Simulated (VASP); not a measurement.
# Pd (Fm-3m) in VASP: a series of runs, part 2 of 2

VASP 6.6.1. The steps go on from the part before.

**5. Relaxation of cell and atoms, PBE+D3(BJ) (14.01 Å³/atom)**

This run uses another cell than the first one, of 14.01 Å³/atom.

POSCAR reads:

```
Pd
1.0
    0.0000000000      1.9135020999      1.9135020999
    1.9135020999      0.0000000000      1.9135020999
    1.9135020999      1.9135020999      0.0000000000
Pd
1
Direct
    0.0000000000      0.0000000000      0.0000000000
```

INCAR.step1 reads:

```
GGA = PE
IVDW = 12
ISMEAR = 0
SIGMA = 0.04
LWAVE = False
LCHARG = False
NSW = 80
PREC = Accurate
LASPH = True
LREAL = False
ALGO = Normal
EDIFF = 1E-7
NELM = 120
GGA_COMPAT = False
IBRION = 2
ISIF = 3
EDIFFG = -0.002
NELMIN = 4
ENCUT = 650
POTIM = 0.5
```

INCAR.step4 reads:

```
GGA = PE
IVDW = 12
ISMEAR = 0
SIGMA = 0.04
LWAVE = False
LCHARG = False
PREC = Accurate
LASPH = True
LREAL = False
ALGO = Normal
EDIFF = 1E-7
NELM = 120
GGA_COMPAT = False
ISIF = 2
ENCUT = 650
```

KPOINTS reads:

```
Automatic mesh
0
Gamma
  16 16 16
  0 0 0
```

Potentials or basis: VASP PAW PBE potentials, release 64 (Pd).

Launch:

```bash
$ cat potpaw_PBE.64/Pd/POTCAR > POTCAR
$ cp INCAR.step1 INCAR
$ cp POSCAR.step1 POSCAR
$ mpirun -np 1 vasp_std > vasp.out
$ cp CONTCAR POSCAR
$ mpirun -np 1 vasp_std > vasp.out
$ cp CONTCAR POSCAR
$ mpirun -np 1 vasp_std > vasp.out
$ cp CONTCAR POSCAR
$ cp INCAR.step4 INCAR
$ mpirun -np 1 vasp_std > vasp.out
```

OUTCAR:

```text
GGA = PE
   IVDW = 12
   ISMEAR = 0
   PREC = Accurate
   LASPH = True
   LREAL = False
   EDIFF = 1E-7
   NELM = 120
   ISIF = 2
   ENCUT = 650
 IVDW          = 12

 s9            =  0.00000000  s9, scaling of the three-body dispersion

 ion  position               nearest neighbor table
   1  0.000  0.000  0.000-

  LATTYP: Found a face centered cubic cell.
 ALAT       =     3.8879304682

  Lattice vectors:

 A1 = (   0.0000000000,   1.9439652341,   1.9439652341)
 A2 = (   1.9439652341,   0.0000000000,   1.9439652341)
 A3 = (   1.9439652341,   1.9439652341,   0.0000000000)

Analysis of symmetry for initial positions (statically):
=====================================================================
 Subroutine PRICEL returns:
 Original cell was already a primitive cell.

 Routine SETGRP: Setting up the symmetry group for a
 face centered cubic supercell.

 Subroutine GETGRP returns: Found 48 space group operations
 (whereof 48 operations were pure point group operations)
 out of a pool of 48 trial point group operations.

The static configuration has the point symmetry O_h .

[... 170 lines left out ...]
 fundamental gap:      0.0106316870
 Fermi energy:         9.8632764989

 k-point     1 :       0.0000    0.0000    0.0000
  band No.  band energies     occupation
      1       2.6795      2.00000
      2       7.0004      2.00000
      3       7.0004      2.00000
      4       7.0004      2.00000
      5       8.6216      2.00000
      6       8.6216      2.00000
      7      27.0437      0.00000
      8      31.8432      0.00000
      9      31.8432      0.00000
[... 265 lines left out ...]
 k-point    24 :      -0.0625    0.0625    0.0000
  band No.  band energies     occupation
      1       3.0537      2.00000
      2       6.8520      2.00000
      3       7.1185      2.00000
      4       7.1565      2.00000
      5       8.4858      2.00000
      6       8.6459      2.00000
      7      27.4168      0.00000
      8      30.0190      0.00000
      9      31.6332      0.00000

 [... further k-points ...]

------------------------ aborting loop because EDIFF is reached ----------------------------------------

 Edisp (eV)   -0.67083

 E8    (eV) :    -0.2965

  FORCE on cell =-STRESS in cart. coord.  units (eV):
  Direction    XX          YY          ZZ          XY          YZ          ZX
  --------------------------------------------------------------------------------------
  -------------------------------------------------------------------------------------
  Total       0.00090     0.00090     0.00090    -0.00000     0.00000    -0.00000
  in kB       0.09795     0.09795     0.09795    -0.00000     0.00000    -0.00000
  external pressure =        0.10 kB  Pullay stress =        0.00 kB

 VOLUME and BASIS-vectors are now :
 -----------------------------------------------------------------------------
  energy-cutoff  :      650.00
  volume of cell :       14.69
      direct lattice vectors                 reciprocal lattice vectors
     0.000000000  1.943965234  1.943965234    -0.257206246  0.257206246  0.257206246
     1.943965234  0.000000000  1.943965234     0.257206246 -0.257206246  0.257206246
     1.943965234  1.943965234  0.000000000     0.257206246  0.257206246 -0.257206246

 POSITION                                       TOTAL-FORCE (eV/Angst)
 -----------------------------------------------------------------------------------
      0.00000      0.00000      0.00000         0.000000     -0.000000      0.000000
 -----------------------------------------------------------------------------------
    total drift:                               -0.000000      0.000000     -0.000000

  FREE ENERGIE OF THE ION-ELECTRON SYSTEM (eV)
  ---------------------------------------------------
  free  energy   TOTEN  =        -5.8752673767 eV

  energy  without entropy=       -5.8734125939  energy(sigma->0) =       -5.87433999
```

OUTCAR.step1:

```text
GGA = PE
   IVDW = 12
   ISMEAR = 0
   NSW = 80
   PREC = Accurate
   LASPH = True
   LREAL = False
   EDIFF = 1E-7
   NELM = 120
   IBRION = 2
   ISIF = 3
   EDIFFG = -0.002
[... 627 lines left out ...]
 Fermi energy:         9.8632834053

 k-point     1 :       0.0000    0.0000    0.0000
  band No.  band energies     occupation
      1       2.6795      2.00000
      2       7.0004      2.00000
      3       7.0004      2.00000
      4       7.0004      2.00000
      5       8.6216      2.00000
      6       8.6216      2.00000
      7      27.0438      0.00000
      8      31.8432      0.00000
      9      31.8432      0.00000
[... 308 lines left out ...]
  FREE ENERGIE OF THE ION-ELECTRON SYSTEM (eV)
  ---------------------------------------------------
  free  energy   TOTEN  =        -5.8750207292 eV

  energy  without entropy=       -5.8731660505  energy(sigma->0) =       -5.87409339

 reached required accuracy - stopping structural energy minimisation
```

Run time: 51 s. Hardware: 1 thread of Intel Xeon Platinum 8559C (Emerald Rapids), shared host; peak memory 0.18 GiB.

Results:

| Item | Value |
| --- | --- |
| Free energy | -5.8753 eV |
| Relaxed volume | 14.69 Å³/atom |
| Relaxed cell | a = 2.749 Å, b = 2.749 Å, c = 2.749 Å, α = 60.00°, β = 60.00°, γ = 60.00° |
| Space group after relaxing (to 0.1 Å) | Fm-3m (No. 225) |
| Energy gained by relaxing | 21.3 meV/atom |
| Ionic steps | 6 |
| Pressure after relaxing | 0.0 GPa |
| Band gap on the k mesh | zero (bands 5 and 6 overlap by 1.60 eV) |
| Dispersion energy per atom | -0.671 eV |

Step by step:
```csv
step,energy change (eV),largest force (eV/Å),pressure (GPa),volume (Å³)
1,0.0000,0.0000,10.49,14.01
2,0.0344,0.0000,-12.82,15.96
3,-0.0210,0.0000,-0.21,14.71
4,-0.0210,0.0000,-0.02,14.69
5,-0.0213,0.0000,0.01,14.69
6,-0.0213,0.0000,0.01,14.69
```

Final structure:
```xyz
1
Lattice="0.0000 1.9440 1.9440 1.9440 0.0000 1.9440 1.9440 1.9440 0.0000" Properties=species:S:1:pos:R:3 pbc="T T T"
Pd    0.0000    0.0000    0.0000
```

Levels at points of the mesh, in eV from the Fermi level:
```csv
k point,band 3,band 4,band 5,band 6,band 7,band 8
"(0.00, 0.00, 0.00)",-2.86,-2.86,-1.24,-1.24,17.18,21.98
"(0.50, 0.00, 0.00)",-2.91,-0.03,-0.03,0.99,7.35,16.54
"(0.50, 0.50, 0.00)",-0.06,0.29,0.29,3.34,10.80,13.22
```

**6. Single point, PBE0**

POSCAR reads:

```
Pd
1.0
    0.0000000000      1.9334358480      1.9334358480
    1.9334358480      0.0000000000      1.9334358480
    1.9334358480      1.9334358480      0.0000000000
Pd
1
Direct
    0.0000000000      0.0000000000      0.0000000000
```

INCAR.step1 reads:

```
PREC = Accurate
ENCUT = 520
EDIFF = 1E-5
ISMEAR = -1
SIGMA = 0.05
LREAL = False
LASPH = True
NELM = 80
ALGO = Normal
ISIF = 2
LWAVE = True
NBANDS = 11
GGA = PE
```

INCAR.step2 reads:

```
PREC = Accurate
ENCUT = 520
EDIFF = 1E-6
ISMEAR = -1
SIGMA = 0.05
LREAL = False
LASPH = True
NELM = 80
ALGO = Normal
ISIF = 2
LWAVE = False
LCHARG = True
GGA = PE
LHFCALC = True
AEXX = 0.25
PRECFOCK = Normal
LELF = True
LVHAR = True
NBANDS = 11
ISTART = 1
```

KPOINTS reads:

```
Automatic mesh
0
Gamma
  8 8 8
```

Potentials or basis: VASP PAW PBE potentials, release 64 (Pd).

Launch:

```bash
$ cat potpaw_PBE.64/Pd/POTCAR > POTCAR
$ cp INCAR.step1 INCAR
$ mpirun -np 1 vasp_std > vasp.out
$ cp INCAR.step2 INCAR
$ mpirun -np 1 vasp_std > vasp.out
```

OUTCAR:

```text
PREC = Accurate
   ENCUT = 520
   EDIFF = 1E-6
   ISMEAR = -1
   LREAL = False
   LASPH = True
   NELM = 80
   ISIF = 2
   GGA = PE
   LHFCALC = True
   AEXX = 0.25
   PRECFOCK = Normal
   ISTART = 1

 ion  position               nearest neighbor table
   1  0.000  0.000  0.000-

  LATTYP: Found a face centered cubic cell.
 ALAT       =     3.8668716960
[... 522 lines left out ...]
      6      15.7208      0.00000
      7      18.7974      0.00000
      8      27.2347      0.00000
      9      27.7958      0.00000
     10      33.0022      0.00000
     11      38.9662      0.00000

 [... further k-points ...]

------------------------ aborting loop because EDIFF is reached ----------------------------------------

  FORCE on cell =-STRESS in cart. coord.  units (eV):
  Direction    XX          YY          ZZ          XY          YZ          ZX
  --------------------------------------------------------------------------------------
  -------------------------------------------------------------------------------------
  Total        0.6301853      0.6301853      0.6301853     -0.0000000     -0.0000000     -0.0000000
  in kB       69.8488920     69.8488920     69.8488920     -0.0000000     -0.0000000     -0.0000000
  external PRESSURE =      69.8488920 kB  Pullay stress =       0.0000000 kB

 VOLUME and BASIS-vectors are now :
 -----------------------------------------------------------------------------
  energy-cutoff  :      520.00
  volume of cell :       14.46
      direct lattice vectors                 reciprocal lattice vectors
     0.000000000  1.933435848  1.933435848    -0.258606977  0.258606977  0.258606977
     1.933435848  0.000000000  1.933435848     0.258606977 -0.258606977  0.258606977
     1.933435848  1.933435848  0.000000000     0.258606977  0.258606977 -0.258606977

 POSITION                                       TOTAL-FORCE (eV/Angst)
 -----------------------------------------------------------------------------------
      0.00000      0.00000      0.00000         0.000000      0.000000      0.000000
 -----------------------------------------------------------------------------------
    total drift:                                0.000000      0.000000      0.000000

  FREE ENERGIE OF THE ION-ELECTRON SYSTEM (eV)
  ---------------------------------------------------
  free  energy   TOTEN  =        -6.5012704646 eV

  energy  without entropy=       -6.5000176507  energy(sigma->0) =       -6.50064406
```

OUTCAR.step1:

```text
PREC = Accurate
   ENCUT = 520
   EDIFF = 1E-5
   ISMEAR = -1
   LREAL = False
[... 551 lines left out ...]

 POSITION                                       TOTAL-FORCE (eV/Angst)
 -----------------------------------------------------------------------------------
      0.00000      0.00000      0.00000         0.000000      0.000000      0.000000
 -----------------------------------------------------------------------------------
    total drift:                                0.000000      0.000000      0.000000

  FREE ENERGIE OF THE ION-ELECTRON SYSTEM (eV)
  ---------------------------------------------------
  free  energy   TOTEN  =        -5.1750523492 eV

  energy  without entropy=       -5.1573144772  energy(sigma->0) =       -5.16618341
```

OSZICAR.step1:

```text
N       E                     dE             d eps       ncg     rms          rms(c)
DAV:   1     0.419716976832E+02    0.41972E+02   -0.51186E+03   638   0.858E+02
DAV:   2    -0.486981393037E+01   -0.46842E+02   -0.45646E+02   701   0.182E+02
DAV:   3    -0.544155689493E+01   -0.57174E+00   -0.56918E+00   763   0.210E+01
DAV:   4    -0.544375383490E+01   -0.21969E-02   -0.21966E-02   783   0.142E+00
DAV:   5    -0.544377596563E+01   -0.22131E-04   -0.22130E-04   857   0.131E-01    0.828E+00
DAV:   6    -0.518826220844E+01    0.25551E+00   -0.10099E+00   767   0.843E+00    0.415E+00
DAV:   7    -0.517903996331E+01    0.92222E-02   -0.18755E-02   821   0.820E-01    0.219E+00
DAV:   8    -0.517505881864E+01    0.39811E-02   -0.11245E-03   785   0.273E-01    0.399E-02
DAV:   9    -0.517505234922E+01    0.64694E-05   -0.88514E-05   823   0.777E-02
   1 F= -.51750523E+01 E0= -.51661834E+01  d E =-.177379E-01
```

It took 40 min on 1 thread of Intel Xeon 8259CL, shared host; peak memory 0.15 GiB.

Results:

```
Free energy            : -6.5013 eV
Pressure               : 7.0 GPa
Band gap on the k mesh : zero (bands 5 and 6 overlap by 2.83 eV)
```

Caveat: the cell stands under pressure; the PAW data sets were made with another functional, which shifts forces and pressure a little.

**7. The runs side by side**

```csv
task,level,cell,k mesh,cutoff (eV),smearing,dipole correction,grid for exact exchange (PRECFOCK),share of exact exchange,tolerance level,purpose,gap on the mesh (eV),pressure (GPa)
single point,HF,"a = 2.734 Å, angles 60.0°, 1 atom",6 × 6 × 6,520,fermi-dirac 0.05 eV,no,Normal,1,-,-,none,17.0
single point,HF,"a = 2.753 Å, angles 60.0°, 1 atom",6 × 6 × 6,520,fermi-dirac 0.05 eV,no,Normal,1,-,-,none,12.8
single point,HF,"a = 2.771 Å, angles 60.0°, 1 atom",6 × 6 × 6,520,fermi-dirac 0.05 eV,no,Normal,1,-,-,none,9.1
relaxation of cell and atoms,PBE+D3(BJ),"relaxed from a = 2.706 Å, angles 60.0°, 1 atom",16 × 16 × 16,650,gaussian 0.04 eV,-,-,-,tight,cell,none,0.0
single point,PBE0,"a = 2.734 Å, angles 60.0°, 1 atom",8 × 8 × 8,520,fermi-dirac 0.05 eV,no,Normal,0.25,-,-,none,7.0
```

Alike in all rows: potentials or basis VASP PAW PBE potentials, release 64 (Pd); no spin polarisation.

Caveats: some runs use coarse meshes; the PAW data sets were made with another functional, which shifts forces and pressure a little (at least some runs); the cell stands under pressure (at least some runs).

Absolute energies hang on the potentials; compare differences alone.
